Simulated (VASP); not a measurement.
Crystal: Sn.

```xyz
2
Lattice="-2.9773 2.9790 1.6031 2.9790 -2.9773 1.6031 2.9771 2.9771 -1.6000" Properties=species:S:1:pos:R:3 pbc="T T T"
Sn    2.9789   -2.9772    1.6031
Sn    0.0004    2.9783    0.8031
```

Base run:

* Program: VASP 6.6.1
* Functional: PBE
* Potentials or basis: VASP PAW PBE potentials, release 64 (Sn_d)
* Cutoff: 520 eV
* k mesh: 11 × 11 × 8
* Occupations: fermi-dirac, width 0.1 eV
* Spin: no spin polarisation

Its results: band gap on the k mesh zero (band 14 reaches 8.76 eV, above the bottom of band 15 at 5.25 eV); pressure -0.1 GPa.

Question: The run is repeated on the same cell with these changes: k mesh from 11 × 11 × 8 to 3 × 3 × 2. What comes out?

Answer: Band gap on the k mesh zero (band 14 reaches 7.95 eV, above the bottom of band 15 at 5.82 eV); pressure -0.7 GPa.

Caveats: some runs use coarse meshes; spin-orbit coupling is left out, which moves the levels of the heavy elements.
